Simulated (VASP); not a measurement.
# Au (P6_3/mmc) in VASP: further runs

Au is run at these levels: PBEsol; tasks: single point.

Everything below comes from runs of VASP 6.6.1. Logs are shortened: lines on timing, memory, paths and dates and some standing lists are left out, and cuts for length are marked.

### Step 1. The cell of the first run

The structure is hexagonal, space group P6_3/mmc (No. 194). The conventional cell has a = 2.972 Å, b = 2.972 Å, c = 4.758 Å, α = 90.00°, β = 90.00°, γ = 120.00°. Au (site symmetry -6m2) has 12 Au at 2.93 to 2.97 Å within 3.9 Å.

### Step 2. Single point, PBEsol (strain +0.025 along x and y, -0.025 along z)

The input, INCAR:

```
PREC = Accurate
ENCUT = 520
EDIFF = 1E-7
ISMEAR = 0
SIGMA = 0.15
LREAL = F
LASPH = T
NELM = 60
ALGO = Fast
ISIF = 2
LWAVE = F
LCHARG = F
GGA = PS
NBANDS = 18
```

The input, KPOINTS:

```
Automatic mesh
0
Gamma
  18 18 10
```

The input, POSCAR:

```
Au
1.0
    2.9724983707      0.0000000000      0.0000000000
   -1.4862491853      2.5742591017      0.0000000000
    0.0000000000      0.0000000000      4.7580000000
Au
2
Direct
    0.3333333333      0.6666666667      0.7500000000
    0.6666666667      0.3333333333      0.2500000000
```

Potentials or basis: VASP PAW PBE potentials, release 64 (Au).

Started as:

```bash
$ cat potpaw_PBE.64/Au/POTCAR > POTCAR
$ mpirun -np 1 vasp_std > vasp.out
```

OUTCAR:

```text
PREC = Accurate
   ENCUT = 520
   EDIFF = 1E-7
   ISMEAR = 0
   LREAL = F
   LASPH = T
   NELM = 60
   ISIF = 2
   GGA = PS

 ion  position               nearest neighbor table
   1  0.333  0.667  0.750-   2 2.93   2 2.93   2 2.93   2 2.93   2 2.93   2 2.93
   2  0.667  0.333  0.250-   1 2.93   1 2.93   1 2.93   1 2.93   1 2.93   1 2.93

  LATTYP: Found a hexagonal cell.
 ALAT       =     2.9724983707
 C/A-ratio  =     1.6006737117

  Lattice vectors:

 A1 = (   2.9724983707,   0.0000000000,   0.0000000000)
 A2 = (  -1.4862491853,   2.5742591017,   0.0000000000)
 A3 = (   0.0000000000,   0.0000000000,   4.7580000000)

Analysis of symmetry for initial positions (statically):
=====================================================================
 Subroutine PRICEL returns:
 Original cell was already a primitive cell.

 Routine SETGRP: Setting up the symmetry group for a
 hexagonal supercell.

 Subroutine GETGRP returns: Found 24 space group operations
 (whereof 12 operations were pure point group operations)
 out of a pool of 24 trial point group operations.

The static configuration has the point symmetry D_3d.
 The point group associated with its full space group is D_6h.

Analysis of symmetry for dynamics (positions and initial velocities):
=====================================================================
 Subroutine PRICEL returns:
 Original cell was already a primitive cell.

 Routine SETGRP: Setting up the symmetry group for a
 hexagonal supercell.

 Subroutine GETGRP returns: Found 24 space group operations
 (whereof 12 operations were pure point group operations)
 out of a pool of 24 trial point group operations.

The dynamic configuration has the point symmetry D_3d.
 The point group associated with its full space group is D_6h.

 Subroutine INISYM returns: Found 24 space group operations
 (whereof 12 operations are pure point group operations),
 and found     1 'primitive' translations

----------------------------------------------------------------------------------------

                                     Primitive cell

  volume of cell :      36.4081

  direct lattice vectors                    reciprocal lattice vectors
     2.972498371  0.000000000  0.000000000     0.336417342  0.194230643  0.000000000
    -1.486249185  2.574259102  0.000000000     0.000000000  0.388461286  0.000000000
[... 78 lines left out ...]
   ICHARG =      2    charge: 1-file 2-atom 10-const
   ISPIN  =      1    spin polarized calculation?
   LNONCOLLINEAR =      F non collinear calculations
   LSORBIT =      F    spin-orbit coupling
   LASPH  =      T    aspherical Exc in radial PAW
   ENCUT  =  520.0 eV  38.22 Ry    6.18 a.u.   5.53  5.53  8.85*2*pi/ulx,y,z
   NELM   =     60;   NELMIN=  2; NELMDL= -5     # of ELM steps
   EDIFF  = 0.1E-06   stopping-criterion for ELM
   LREAL  =      F    real-space projection
   EDIFFG = 0.1E-05   stopping-criterion for IOM
   NSW    =      0    number of steps for IOM
   IBRION =     -1    ionic relax: 0-MD 1-quasi-New 2-CG
   NFREE  =      0    steps in history (QN), initial steepest desc. (CG)
   ISIF   =      2    stress and relaxation
   ISYM   =      2    0-nonsym 1-usesym 2-fastsym
   POTIM  = 0.5000    time-step for ionic-motion
   TEBEG  =    0.0;   TEEND  =   0.0 temperature during run
   PSTRESS=    0.0 pullay stress
   NELECT =      22.0000    total number of electrons
   NUPDOWN=      -1.0000    fix difference up-down
   EMIN   =  10.00;   EMAX   =-10.00  energy-range for DOS
   EFERMI =   0.00;   METHOD = LEGACY
   ISMEAR =     0;   SIGMA  =   0.15  broadening in eV -4-tet -1-fermi 0-gaus
   EFERMI_NEDOS =   21; number of points for ismear=-14 and -15
   IALGO  =     68    algorithm
   IMIX   =      4    mixing-type and parameters
     AMIX     =   0.40;   BMIX     =  1.00
     AMIX_MAG =   1.60;   BMIX_MAG =  1.00
  volume/ion in A,a.u.               =      18.20       122.85
  Fermi-wavevector in a.u.,A,eV,Ry     =   1.384043  2.615462 26.062985  1.915575
  Thomas-Fermi vector in A             =   2.508584
   LORBIT       =      0    0 simple, 1 ext, 2 COOP (PROOUT), +10 PAW based schemes
   GGA     = PS    functional components
   LHFCALC =     F    Hartree Fock is set to
   AEXX    =    0.0000 exact exchange contribution
   IVDW    =     0    specifies the selected vdW correction
   LEPSILON=     F    determine dielectric tensor
   LRPA    =     F    only Hartree local field effects (RPA)
 non-spin polarized calculation
 RMM-DIIS sequential band-by-band and
 Gauss-broadening in eV      SIGMA  =   0.15
  energy-cutoff  :      520.00
  volume of cell :       36.41
 maximum number of plane-waves:      1014
 NGX is ok and might be reduce to    24
   NGX = 11   NGY = 11   NGZ = 17

 number of electron      22.0000003 magnetization

 Free energy of the ion-electron system (eV)
  ---------------------------------------------------
  ext. energy  EPLUGINS =         0.00000000
  ---------------------------------------------------
  free energy    TOTEN  =        -7.74634062 eV

  energy without entropy =       -7.73803911  energy(sigma->0) =       -7.74218986

 E-fermi :   8.1241     XC(G=0): -12.4958

 val. band max:        8.1173942161   @ k =   0.2778   0.2222   0.3000
 cond. band min:       8.1290860331   @ k =   0.4444   0.0556   0.1000
 fundamental gap:      0.0116918170
 Fermi energy:         8.1240511576

 k-point     1 :       0.0000    0.0000    0.0000
  band No.  band energies     occupation
      1      -1.0255      2.00000
      2       1.5136      2.00000
      3       3.9762      2.00000
      4       3.9906      2.00000
      5       3.9906      2.00000
      6       4.3235      2.00000
[... 481 lines left out ...]
      5       4.2148      2.00000
      6       4.2602      2.00000
[... 10 lines left out ...]
     17      20.1546      0.00000
     18      22.5476      0.00000

 [... further k-points ...]
[... 5 lines left out ...]
  --------------------------------------------------------------------------------------
  -------------------------------------------------------------------------------------
  Total       -2.3543476     -2.3543476     -1.7499890     -0.0000000     -0.0000000      0.0000000
  in kB     -103.6055093   -103.6055093    -77.0100825     -0.0000000     -0.0000000      0.0000000
  external PRESSURE =     -94.7403670 kB  Pullay stress =       0.0000000 kB

 VOLUME and BASIS-vectors are now :
 -----------------------------------------------------------------------------
  energy-cutoff  :      520.00
  volume of cell :       36.41
      direct lattice vectors                 reciprocal lattice vectors
     2.972498371  0.000000000  0.000000000     0.336417342  0.194230643  0.000000000
    -1.486249185  2.574259102  0.000000000     0.000000000  0.388461286  0.000000000
     0.000000000  0.000000000  4.758000000     0.000000000  0.000000000  0.210172341

 POSITION                                       TOTAL-FORCE (eV/Angst)
 -----------------------------------------------------------------------------------
     -0.00000      1.71617      3.56850        -0.000000      0.000000      0.000000
      1.48625      0.85809      1.18950         0.000000      0.000000      0.000000
 -----------------------------------------------------------------------------------
    total drift:                                0.000000     -0.000000      0.000000

  FREE ENERGIE OF THE ION-ELECTRON SYSTEM (eV)
  ---------------------------------------------------
  free  energy   TOTEN  =        -7.7463406211 eV

  energy  without entropy=       -7.7380391061  energy(sigma->0) =       -7.74218986
```

OSZICAR:

```text
N       E                     dE             d eps       ncg     rms          rms(c)
DAV:   1     0.120327029385E+03    0.12033E+03   -0.11571E+04  8008   0.118E+03
DAV:   2    -0.631574262534E+01   -0.12664E+03   -0.12091E+03  8466   0.257E+02
DAV:   3    -0.840381271587E+01   -0.20881E+01   -0.20763E+01  9402   0.332E+01
DAV:   4    -0.841269518901E+01   -0.88825E-02   -0.88814E-02  8926   0.230E+00
DAV:   5    -0.841277704584E+01   -0.81857E-04   -0.81857E-04  8916   0.235E-01    0.111E+01
RMM:   6    -0.778360094009E+01    0.62918E+00   -0.11774E+00  7996   0.800E+00    0.707E+00
RMM:   7    -0.775116877048E+01    0.32432E-01   -0.11212E-01  8226   0.264E+00    0.352E+00
RMM:   8    -0.774650791491E+01    0.46609E-02   -0.12397E-02  8342   0.849E-01    0.564E-01
RMM:   9    -0.774633762329E+01    0.17029E-03   -0.12828E-03  8773   0.269E-01    0.151E-01
RMM:  10    -0.774634768539E+01   -0.10062E-04   -0.16616E-04  8850   0.857E-02    0.128E-01
RMM:  11    -0.774634053478E+01    0.71506E-05   -0.29516E-05  8761   0.400E-02    0.165E-02
RMM:  12    -0.774634067601E+01   -0.14123E-06   -0.41145E-06  8872   0.134E-02    0.130E-02
RMM:  13    -0.774634062113E+01    0.54880E-07   -0.82260E-07  7374   0.571E-03
   1 F= -.77463406E+01 E0= -.77421899E+01  d E =-.830151E-02
```

stdout:

```text
POSCAR found type information on POSCAR Au
 POSCAR found :  1 types and       2 ions
 scaLAPACK will be used
 -----------------------------------------------------------------------------
|                                                                             |
|                                                                             |
|     You enforced a specific xc type in the INCAR file but a different       |
|     I HOPE YOU KNOW WHAT YOU ARE DOING!                                     |
|                                                                             |
 -----------------------------------------------------------------------------

 LDA part: xc-table for (Slater+PW92), standard interpolation
 POSCAR, INCAR and KPOINTS ok, starting setup
 FFT: planning ... GRIDC
 FFT: planning ... GRID_SOFT
 FFT: planning ... GRID
 WAVECAR not read
 entering main loop
```

Wall time 74 s (1 thread of Intel Xeon Platinum 8488C (Sapphire Rapids), shared host); peak memory 0.24 GiB.

Results:

```
Free energy            : -7.7463 eV
Pressure               : -9.5 GPa
Band gap on the k mesh : zero (band 11 reaches 12.06 eV, above the bottom of band 12 at 5.69 eV)
```

Stress tensor (GPa, compression positive):
```
-10.36   0.00   0.00
  0.00 -10.36   0.00
  0.00   0.00  -7.70
```

Caveat: the cell differs from its parent crystal (strain +0.025 along x and y, -0.025 along z); the PAW data sets were made with another functional, which shifts forces and pressure a little; spin-orbit coupling is left out, which moves the levels of the heavy elements.

### Step 3. Single point, PBEsol (strain +0.000 along x and y, +0.050 along z)

The input, INCAR:

```
ALGO = Fast
EDIFF = 1E-7
ENCUT = 520
GGA = PS
ISIF = 2
ISMEAR = 0
LASPH = T
LCHARG = T
LELF = T
LREAL = F
LVHAR = T
LWAVE = F
NBANDS = 18
NELM = 100
PREC = Accurate
SIGMA = 0.15
```

The input, KPOINTS:

```
k-points
0
Gamma
  18 18 10
```

The input, POSCAR:

```
Au
1.0
    2.8999984104      0.0000000000      0.0000000000
   -1.4499992052      2.5114722944      0.0000000000
    0.0000000000      0.0000000000      5.1240000000
Au
2
Direct
    0.3333333333      0.6666666667      0.7500000000
    0.6666666667      0.3333333333      0.2500000000
```

Potentials or basis: VASP PAW PBE potentials, release 64 (Au).

Started as:

```bash
$ cat potpaw_PBE.64/Au/POTCAR > POTCAR
$ mpirun -np 1 vasp_std > vasp.out
```

Wall time 69 s (1 thread of Intel Xeon Platinum 8488C (Sapphire Rapids), shared host); peak memory 0.25 GiB.

It converged, with:

```
Free energy            : -7.6932 eV
Pressure               : -11.6 GPa
Band gap on the k mesh : zero (band 11 reaches 11.76 eV, above the bottom of band 12 at 5.39 eV)
```

Stress tensor (GPa, compression positive):
```
-11.15   0.00   0.00
  0.00 -11.15   0.00
  0.00   0.00 -12.43
```

Levels at points of the mesh, in eV from the Fermi level:
```tsv
k point	band 8	band 9	band 10	band 11	band 12	band 13	band 14	band 15
(0.00, 0.00, 0.00)	-3.07	-3.07	-2.11	-2.11	-1.11	1.63	14.55	14.84
(0.50, 0.00, 0.00)	-2.03	-1.69	-1.58	0.45	1.57	5.14	6.42	6.69
(0.00, 0.00, 0.50)	-4.19	-2.48	-2.48	-2.48	-2.48	8.91	8.91	15.12
(0.50, 0.00, 0.50)	-2.32	-1.63	-1.63	0.62	0.62	3.60	3.60	12.04
```

Caveat: the cell differs from its parent crystal (strain +0.000 along x and y, +0.050 along z); the PAW data sets were made with another functional, which shifts forces and pressure a little; spin-orbit coupling is left out, which moves the levels of the heavy elements.

### Step 4. Single point, PBEsol (strain +0.050 along x and y, -0.050 along z)

The input, INCAR:

```
SYSTEM = Au
ALGO = Fast
EDIFF = 1E-7
ENCUT = 520
GGA = PS
ISIF = 2
ISMEAR = 0
LASPH = .TRUE.
LCHARG = .TRUE.
LELF = .TRUE.
LREAL = .FALSE.
LVHAR = .TRUE.
LWAVE = .FALSE.
NBANDS = 18
NELM = 100
PREC = Accurate
SIGMA = 0.15
```

The input, KPOINTS:

```
k-points
0
G
  18 18 10
  0 0 0
```

The input, POSCAR:

```
Au
1.0
    3.0449983310      0.0000000000      0.0000000000
   -1.5224991655      2.6370459091      0.0000000000
    0.0000000000      0.0000000000      4.6360000000
Au
2
Direct
    0.3333333333      0.6666666667      0.7500000000
    0.6666666667      0.3333333333      0.2500000000
```

Started as:

```bash
$ cat potpaw_PBE.64/Au/POTCAR > POTCAR
$ mpirun -np 1 vasp_std > vasp.out
```

Run time: 64 s. Hardware: 1 thread of Intel Xeon Platinum 8488C (Sapphire Rapids), shared host; peak memory 0.24 GiB.

Results (log left out):

| Quantity | Value |
| --- | --- |
| Free energy | -7.6659 eV |
| Pressure | -11.1 GPa |
| Band gap on the k mesh | zero (band 11 reaches 11.56 eV, above the bottom of band 12 at 5.42 eV) |

Stress tensor (GPa, compression positive):
```
-12.63   0.00   0.00
  0.00 -12.63   0.00
  0.00   0.00  -8.01
```

Levels at points of the mesh, in eV from the Fermi level:
```tsv
k point	band 8	band 9	band 10	band 11	band 12	band 13	band 14	band 15
(0.00, 0.00, 0.00)	-3.62	-3.62	-1.98	-1.98	-0.03	3.53	14.08	16.20
(0.50, 0.00, 0.00)	-2.06	-1.78	-1.57	0.08	0.90	6.31	7.41	7.54
(0.00, 0.00, 0.50)	-4.09	-2.37	-2.37	-2.37	-2.37	12.23	12.23	14.32
(0.50, 0.00, 0.50)	-2.18	-1.88	-1.88	0.54	0.54	3.42	3.42	12.57
```

Caveat: the cell differs from its parent crystal (strain +0.050 along x and y, -0.050 along z); the PAW data sets were made with another functional, which shifts forces and pressure a little; spin-orbit coupling is left out, which moves the levels of the heavy elements.

[end of part 1 of 2]
